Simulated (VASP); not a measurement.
# MgS (Fm-3m) in VASP: a series of runs, part 3 of 4

VASP 6.6.1. The steps go on from the part before.

## (5) Vibrations by perturbation theory, PBEsol

This run uses another cell than the first one, of 16.60 Å³/atom, 1.101 times its volume.

Contents of INCAR:

```
SYSTEM = MgS
PREC = Accurate
ENCUT = 520
EDIFF = 1E-8
ISMEAR = 0
SIGMA = 0.01
LREAL = .False.
LASPH = .True.
NELM = 100
ALGO = Normal
ISIF = 2
LWAVE = .False.
LCHARG = .False.
GGA = PS
IBRION = 8
NSW = 1
```

Contents of KPOINTS:

```
Automatic mesh
0
Gamma
  8 8 8
  0 0 0
```

Contents of POSCAR:

```
MgS
1.0
    2.5508461624      2.5508461624      0.0000000000
   -2.5508461624      2.5508461624      0.0000000000
    0.0000000000      2.5508461624      2.5508461624
Mg S
1 1
Direct
    0.0000000000      0.0000000000      0.0000000000
    0.5000000000      0.5000000000      0.0000000000
```

Potentials or basis: VASP PAW PBE potentials, release 64 (Mg, S).

Run with:

```
cat potpaw_PBE.64/Mg/POTCAR potpaw_PBE.64/S/POTCAR > POTCAR
mpirun -np 1 vasp_std > vasp.out
```

OUTCAR:

```text
SYSTEM = MgS
   PREC = Accurate
   ENCUT = 520
   EDIFF = 1E-8
   ISMEAR = 0
   LREAL = .False.
   LASPH = .True.
   NELM = 100
   ISIF = 2
   GGA = PS
   IBRION = 8
   NSW = 1

 ion  position               nearest neighbor table
   1  0.000  0.000  0.000-   2 2.55   2 2.55   2 2.55   2 2.55   2 2.55   2 2.55
   2  0.500  0.500  0.000-   1 2.55   1 2.55   1 2.55   1 2.55   1 2.55   1 2.55

  LATTYP: Found a face centered cubic cell.
 ALAT       =     5.1016923248

  Lattice vectors:

 A1 = (   0.0000000000,   2.5508461624,   2.5508461624)
 A2 = (   2.5508461624,   0.0000000000,   2.5508461624)
 A3 = (   2.5508461624,   2.5508461624,   0.0000000000)

Analysis of symmetry for initial positions (statically):
=====================================================================
 Subroutine PRICEL returns:
 Original cell was already a primitive cell.

 Routine SETGRP: Setting up the symmetry group for a
 face centered cubic supercell.

 Subroutine GETGRP returns: Found 48 space group operations
 (whereof 48 operations were pure point group operations)
 out of a pool of 48 trial point group operations.

The static configuration has the point symmetry O_h .

Analysis of symmetry for dynamics (positions and initial velocities):
=====================================================================
 Subroutine PRICEL returns:
 Original cell was already a primitive cell.

 Routine SETGRP: Setting up the symmetry group for a
 face centered cubic supercell.

 Subroutine GETGRP returns: Found 48 space group operations
 (whereof 48 operations were pure point group operations)
 out of a pool of 48 trial point group operations.

The dynamic configuration has the point symmetry O_h .

 Subroutine INISYM returns: Found 48 space group operations
 (whereof 48 operations are pure point group operations),
 and found     1 'primitive' translations

----------------------------------------------------------------------------------------

                                     Primitive cell

  volume of cell :      33.1958

  direct lattice vectors                    reciprocal lattice vectors
     2.550846162  2.550846162  0.000000000     0.196013389  0.196013389 -0.196013389
    -2.550846162  2.550846162  0.000000000    -0.196013389  0.196013389 -0.196013389
     0.000000000  2.550846162  2.550846162     0.000000000  0.000000000  0.392026777

  length of vectors
     3.607441238  3.607441238  3.607441238     0.339505148  0.339505148  0.392026777

  position of ions in fractional coordinates (direct lattice)
     0.000000000  0.000000000  0.000000000
     0.500000000  0.500000000  0.000000000

  ion indices of the primitive-cell ions
   primitive index   ion index
                 1           1
[... 132 lines left out ...]
      1      -8.8157      2.00000
      2       4.2217      2.00000
      3       4.2217      2.00000
      4       4.2217      2.00000
      5       8.2946      0.00000
      6      12.0313      0.00000
      7      12.0313      0.00000
      8      12.0313      0.00000
[... 243 lines left out ...]
 k-point    24 :       0.5000    0.2500    0.1250
  band No.  band energies     occupation
      1      -7.1065      2.00000
      2      -0.4459      2.00000
      3       1.8595      2.00000
      4       2.9399      2.00000
      5       9.8582      0.00000
      6      10.3321      0.00000
      7      12.7550      0.00000
      8      13.8401      0.00000

 [... further k-points ...]

------------------------ aborting loop because EDIFF is reached ----------------------------------------

  FORCE on cell =-STRESS in cart. coord.  units (eV):
  Direction    XX          YY          ZZ          XY          YZ          ZX
  --------------------------------------------------------------------------------------
  -------------------------------------------------------------------------------------
  Total        0.7959347      0.7959347      0.7959347      0.0000000     -0.0000000     -0.0000000
  in kB       38.4153882     38.4153882     38.4153882      0.0000000     -0.0000000     -0.0000000
  external PRESSURE =      38.4153882 kB  Pullay stress =       0.0000000 kB

 VOLUME and BASIS-vectors are now :
 -----------------------------------------------------------------------------
  energy-cutoff  :      520.00
  volume of cell :       33.20
      direct lattice vectors                 reciprocal lattice vectors
     2.550846162  2.550846162  0.000000000     0.196013389  0.196013389 -0.196013389
    -2.550846162  2.550846162  0.000000000    -0.196013389  0.196013389 -0.196013389
     0.000000000  2.550846162  2.550846162     0.000000000  0.000000000  0.392026777

 POSITION                                       TOTAL-FORCE (eV/Angst)
 -----------------------------------------------------------------------------------
      0.00000      0.00000      0.00000         0.000000     -0.000000      0.000000
      0.00000      2.55085      0.00000        -0.000000      0.000000      0.000000
 -----------------------------------------------------------------------------------
    total drift:                               -0.000000      0.000000     -0.000000

  FREE ENERGIE OF THE ION-ELECTRON SYSTEM (eV)
  ---------------------------------------------------
  free  energy   TOTEN  =        -9.0572954353 eV

  energy  without entropy=       -9.0572954353  energy(sigma->0) =       -9.05729544

[... ionic steps 2 to 3 ...]

--------------------------------------- Ionic step        4  -------------------------------------------

------------------------ aborting loop because EDIFF is reached ----------------------------------------

[... ionic steps 5 to 6 ...]

--------------------------------------- Ionic step        7  -------------------------------------------

 Free energy of the ion-electron system (eV)
  ---------------------------------------------------
  ---------------------------------------------------
  free energy    TOTEN  =        -0.10594729 eV

  energy without entropy =       -0.10594729

------------------------ aborting loop because EDIFF is reached ----------------------------------------

 INTERNAL STRAIN TENSOR  FOR ION    2  DIRECTION 1   (eV/Angst):
 -----------------------------------------------------------------------------
     0.01796  0.00000  0.00000
     0.00000 -0.01692  0.00000
    -0.00000  0.00000 -0.01692

 INTERNAL STRAIN TENSOR FOR ION    2 for displacements in x,y,z  (eV/Angst):
          X           Y           Z          XY          YZ          ZX
  --------------------------------------------------------------------------------
  x     0.00000     0.00000     0.00000     0.00000     0.00000     0.00000
  y     0.00000     0.00000     0.00000     0.00000     0.00000     0.00000
  z     0.00000     0.00000     0.00000     0.00000     0.00000     0.00000

 SECOND DERIVATIVES (NOT SYMMETRIZED)
 ------------------------------------
               1X          1Y          1Z          2X          2Y          2Z
  1X    -3.843841    0.000000   -0.000000    3.843841   -0.000000    0.000000
  1Y    -0.000000   -3.843841    0.000000    0.000000    3.843841   -0.000000
  1Z    -0.000000   -0.000000   -3.843841    0.000000    0.000000    3.843841
  2X     3.840107   -0.000000    0.000000   -3.840107    0.000000   -0.000000
  2Y     0.000000    3.840107   -0.000000   -0.000000   -3.840107    0.000000
  2Z     0.000000    0.000000    3.840107   -0.000000   -0.000000   -3.840107

 Eigenvectors and eigenvalues of the dynamical matrix
 ----------------------------------------------------

   1 f  =    8.241384 THz    51.782143 2PiTHz  274.902983 cm-1    34.083611 meV
             X         Y         Z           dx          dy          dz
      0.000000  0.000000  0.000000     0.000000   -0.000000   -0.754372
      0.000000  2.550846  0.000000     0.000000   -0.000000    0.656447
[... 21 lines left out ...]
   6 f/i=    0.001983 THz     0.012460 2PiTHz    0.066149 cm-1     0.008201 meV
             X         Y         Z           dx          dy          dz
      0.000000  0.000000  0.000000    -0.262824   -0.430432    0.420209
      0.000000  2.550846  0.000000    -0.302030   -0.494640    0.482893

--------------------------------------------------------------------------------------------------------

 ELASTIC MODULI CONTR FROM IONIC RELAXATION (kBar)
 Direction    XX          YY          ZZ          XY          YZ          ZX
 --------------------------------------------------------------------------------
 XX           0.0000      0.0000      0.0000      0.0000      0.0000      0.0000
 YY           0.0000      0.0000      0.0000      0.0000      0.0000      0.0000
 ZZ           0.0000      0.0000      0.0000      0.0000      0.0000      0.0000
 XY           0.0000      0.0000      0.0000      0.0000      0.0000      0.0000
 YZ           0.0000      0.0000      0.0000      0.0000      0.0000      0.0000
 ZX           0.0000      0.0000      0.0000      0.0000      0.0000      0.0000
 --------------------------------------------------------------------------------
```

stdout:

```text
POSCAR found type information on POSCAR MgS
 POSCAR found :  2 types and       2 ions
 scaLAPACK will be used
 -----------------------------------------------------------------------------
|                                                                             |
|                                                                             |
|     You enforced a specific xc type in the INCAR file but a different       |
|     I HOPE YOU KNOW WHAT YOU ARE DOING!                                     |
|                                                                             |
 -----------------------------------------------------------------------------

 LDA part: xc-table for (Slater+PW92), standard interpolation
 POSCAR, INCAR and KPOINTS ok, starting setup
 FFT: planning ... GRIDC
 FFT: planning ... GRID_SOFT
 FFT: planning ... GRID
 WAVECAR not read
 entering main loop
 Linear response reoptimize wavefunctions to high precision
 Linear response DOF=           2
 Linear response progress:
 first order change of Fermi-energy   0.28961E-04
 force on displaced ion       1 direction 1 :  -3.844  -0.000   0.000
 Linear response progress:
 first order change of Fermi-energy  -0.85294E-03
 force on displaced ion       2 direction 1 :  -3.840  -0.000  -0.000
 Linear response finished
```

Run time: 32 s. Hardware: 1 thread of Intel Xeon 6975P-C (Granite Rapids), shared host; peak memory 0.2 GiB.

What came out:

```
Highest phonon frequency at Γ, LO-TO splitting left out : 275 cm⁻¹
```

Phonon frequencies in cm⁻¹ (negative: imaginary):
| q point | frequencies |
| --- | --- |
| (0.000, 0.000, 0.000) | 0 0 0 275 275 275 |

Caveat: the cell wasn't relaxed at this level first, which shifts response properties; the PAW data sets were made with another functional, which shifts forces and pressure a little.

(Continued in part 4 of 4.)
